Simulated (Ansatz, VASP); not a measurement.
## Al3InAs4 in VASP and in Ansatz

```xyz
8
Lattice="4.1252 0.0000 0.0000 0.0000 4.1252 0.0000 0.0000 0.0000 11.6931" Properties=species:S:1:pos:R:3 pbc="T T T"
Al    0.0000    0.0000    8.6626
Al    2.0626    2.0626    5.8466
Al    0.0000    0.0000    3.0305
In    2.0626    2.0626    0.0000
As    2.0626    0.0000    7.2542
As    0.0000    2.0626    4.4389
As    2.0626    0.0000    1.6455
As    0.0000    2.0626   10.0476
```

Alike in both runs: functional PBE; k mesh 8 × 8 × 4; occupations gaussian, width 0.02 eV; no spin polarisation.

Ansatz relaxed the structure, and its values are those at the end. VASP's run is a single point on that final structure, the one shown.

|  | VASP | Ansatz |
| --- | --- | --- |
| version | VASP 6.6.1 | Ansatz 0.2.0 |
| potentials or method | VASP PAW PBE potentials, release 64 (Al, In_d, As), cutoff 520 eV | scalar-relativistic, plane waves, PAW |
| valence electrons in the cell | 42 | 82 |

|  | VASP | Ansatz | Ansatz less VASP |
| --- | --- | --- | --- |
| gap on the k mesh at the Fermi level (eV) | 1.04 | 1.03 | -0.004 |
| least direct gap on the mesh (eV) | 1.04 | 1.03 | -0.004 |
| pressure (GPa) | 0.1 | 0.0 | -0.12 |

With one functional, cell and mesh, what is left measures potentials, basis and numerics. VASP's potentials hold 42 valence electrons a cell and Ansatz's 82, so a difference there can come from the potentials and not from the codes.
